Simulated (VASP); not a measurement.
Runs of VASP 6.6.1 on In3SbTe2. The structure is that of space group P6/mmm (No. 191), or close to it. The cells are those of the table. The cell was built from a structure type or drawn by symmetry, and may not be a known phase.

```tsv
task	cell	k mesh	cutoff (eV)	gap on the mesh (eV)	pressure (GPa)	relaxed volume (Å³/atom)
relaxation of cell and atoms	relaxed from a = 7.185, b = 7.185, c = 4.520 Å, angles 90.0, 90.0, 120.0°, 6 atoms	6 × 6 × 8	600	none	0.0	(a)
single point	a = 7.043, b = 7.043, c = 4.628 Å, angles 90.0, 90.0, 120.0°, 6 atoms	6 × 6 × 2	520	none	0.0	-
single point	a = 7.189, b = 7.189, c = 4.524 Å, angles 90.0, 90.0, 120.0°, 6 atoms	6 × 6 × 8	520	none	0.0	-
relaxation of cell and atoms	relaxed from a = 5.164, b = 5.164, c = 8.248 Å, angles 90.0, 90.0, 120.0°, 6 atoms	6 × 6 × 2	600	none	0.0	33.18
single point	a = 7.185, b = 7.185, c = 4.520 Å, angles 90.0, 90.0, 120.0°, 6 atoms	3 × 3 × 4	520	none	0.0	-
```

Alike in all rows: level PBE; potentials or basis VASP PAW PBE potentials, release 64 (In_d, Sb, Te); no spin polarisation; smearing gaussian 0.1 eV.

Problem. Fill in the values left out.

Solution. (a) 33.74.

Caveats: some runs use coarse meshes; spin-orbit coupling is left out, which moves the levels of the heavy elements; a cell axis changed by over 15 % at a fixed basis, so the end point is rough (at least some runs).

A k mesh can miss the band edges, and the runs leave out spin-orbit coupling on In, Sb, Te.

A gap of «none» marks levels without a gap at the run's occupations.
